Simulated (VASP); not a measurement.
Here is a VASP 6.6.1 calculation.

File INCAR:

```
ALGO     = Normal         # electronic algorithm
EDIFF    = 1E-6           # SCF threshold, eV
ENCUT    = 520            # plane-wave cutoff, eV
GGA      = PS             # functional
ISIF     = 2              # what is computed and relaxed
ISMEAR   = 0              # smearing method
ISPIN    = 2              # spin polarisation
LASPH    = True           # aspherical terms in the spheres
LCHARG   = False          # write CHGCAR
LMAXMIX  = 4              # l up to which the mixer works
LORBIT   = 11             # projections on sites
LREAL    = False          # projectors in reciprocal space
LWAVE    = False          # write WAVECAR
MAGMOM   = 4.21 0         # initial moments
NBANDS   = 24             # bands
NELM     = 150            # most SCF steps
PREC     = Accurate       # precision mode
SIGMA    = 0.15           # smearing width, eV
```

File KPOINTS:

```
k-points
0
Gamma
  14 14 14
```

POSCAR

```
MnHg
1.0
    3.1893600000      0.0000000000      0.0000000000
    0.0000000000      3.1893600000      0.0000000000
    0.0000000000      0.0000000000      3.4123900000
Mn Hg
1 1
Direct
    0.5000000000      0.5000000000      0.5000000000
    0.0000000000      0.0000000000      0.0000000000
```

Potentials or basis: VASP PAW PBE potentials, release 64 (Mn_pv, Hg).

The run is started by

```console
$ cat potpaw_PBE.64/Mn_pv/POTCAR potpaw_PBE.64/Hg/POTCAR > POTCAR
$ mpirun -np 1 vasp_std > vasp.out
```

Question: Predict the pressure.

Answer: -0.8 GPa.

Question: Predict the site moments.

Answer: Mn +3.71; Hg -0.05 μB.

Question: Estimate the net moment.

Answer: 3.79 μB per cell.

Stress tensor (GPa, compression positive):
```
-0.80  0.00  0.00
 0.00 -0.80  0.00
 0.00  0.00 -0.94
```

Caveat: the cell differs from its parent crystal (strain -0.030 along x and y, +0.030 along z); the PAW data sets were made with another functional, which shifts forces and pressure a little.
